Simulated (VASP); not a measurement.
The system is KMgF3 (cubic perovskite).

```
CELL_PARAMETERS angstrom
4.00600 0.00000 0.00000
0.00000 4.00600 0.00000
0.00000 0.00000 4.00600
ATOMIC_POSITIONS crystal
K 0.50000 0.50000 0.50000
Mg 0.00000 0.00000 0.00000
F 0.50000 0.00000 0.00000
F 0.00000 0.50000 0.00000
F 0.00000 0.00000 0.50000
```

```yaml
Program: VASP 6.6.1
Task: relaxation of cell and atoms
Functional: PBE
Potentials_or_basis: VASP PAW PBE potentials, release 64 (K_sv, Mg, F)
Cutoff: 600 eV
k_mesh: 6 × 6 × 6
Occupations: gaussian, width 0.01 eV
Spin: no spin polarisation
```

At the start: pressure 2.0 GPa; volume 12.86 Å³/atom.

**Question.** Where does the relaxation end?

**Answer.** Over 3 steps the energy falls by 2.3 meV/atom and the volume is 13.23 Å³/atom (+2.9 %); space group Pm-3m (No. 221, to 0.05 Å).

The path:
| step | energy change (eV) | largest force (eV/Å) | pressure (GPa) | volume (Å³) |
| --- | --- | --- | --- | --- |
| 1 | 0.0000 | 0.0000 | 2.04 | 64.29 |
| 2 | -0.0112 | 0.0000 | 0.33 | 65.83 |
| 3 | -0.0115 | 0.0000 | -0.01 | 66.16 |

Final structure:
```
K Mg F
1.0
     4.04444    0.00000    0.00000
     0.00000    4.04444    0.00000
     0.00000    0.00000    4.04444
K Mg F
1 1 3
Direct
  0.50000 0.50000 0.50000
  0.00000 0.00000 0.00000
  0.50000 0.00000 0.00000
  0.00000 0.50000 0.00000
  0.00000 0.00000 0.50000
```
